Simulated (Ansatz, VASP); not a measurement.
CsCl in VASP and in Ansatz

Contents of INCAR:

```
SYSTEM = CsCl
PREC = Accurate ; ENCUT = 500
EDIFF = 1E-6 ; ISMEAR = -1
SIGMA = 0.02 ; LREAL = .False.
LASPH = .True. ; NELM = 120
ALGO = Normal ; ISIF = 2
LWAVE = .False. ; LCHARG = .False.
GGA = PE ; NBANDS = 15
GGA_COMPAT = .False.
```

KPOINTS

```
Automatic mesh
0
Gamma
  6 6 6
  0 0 0
```

POSCAR

```
CsCl
1.0
    4.3589806992      0.0000000000      0.0000000000
    0.0000000000      4.3589806992      0.0000000000
    0.0000000000      0.0000000000      4.3589806992
Cs Cl
1 1
Direct
    0.0000000000      0.0000000000      0.0000000000
    0.5000000000      0.5000000000      0.5000000000
```

Input for Ansatz:

```yaml
crystal:
  lattice:
    - [4.3589806992, 0.0, 0.0]
    - [0.0, 4.3589806992, 0.0]
    - [0.0, 0.0, 4.3589806992]
  atoms:
    - { symbol: Cs, position: [0.0, 0.0, 0.0] }
    - { symbol: Cl, position: [0.5, 0.5, 0.5] }
kpoints:
  mp_grid: { grid: [6, 6, 6] }
  band_path:
    path:
      - [0.0, 0.0, 0.0]
      - [0.0, 0.5, 0.0]
      - [0.5, 0.5, 0.0]
      - [0.5, 0.5, 0.5]
      - [0.0, 0.5, 0.5]
    npoints: 1
hamiltonian:
  xc: pbe
scf:
  occupations: { method: fermi_dirac, width: 0.02 }
  n_extra_bands: 4
output:
  forces: true
  stress: true
  eigenvalues: true
```

Change from the starting cell: hydrostatic strain +5.4%.

Alike in both runs: task single point; functional PBE; k mesh 6 × 6 × 6; occupations fermi-dirac, width 0.02 eV; no spin polarisation.

```csv
,VASP,Ansatz
version,VASP 6.6.1,Ansatz 0.2.0
potentials or method,"VASP PAW PBE potentials, release 64 (Cs_sv, Cl)","plane waves, PAW"
plane-wave cutoff (eV),500,420
valence electrons in the cell,16,16
```

|  | VASP | Ansatz | Ansatz less VASP |
| --- | --- | --- | --- |
| gap on the k mesh at the Fermi level (eV) | 4.57 | 4.58 | +0.009 |
| pressure (GPa) | -1.2 | -1.2 | +0.01 |

Spin-orbit coupling is off throughout.
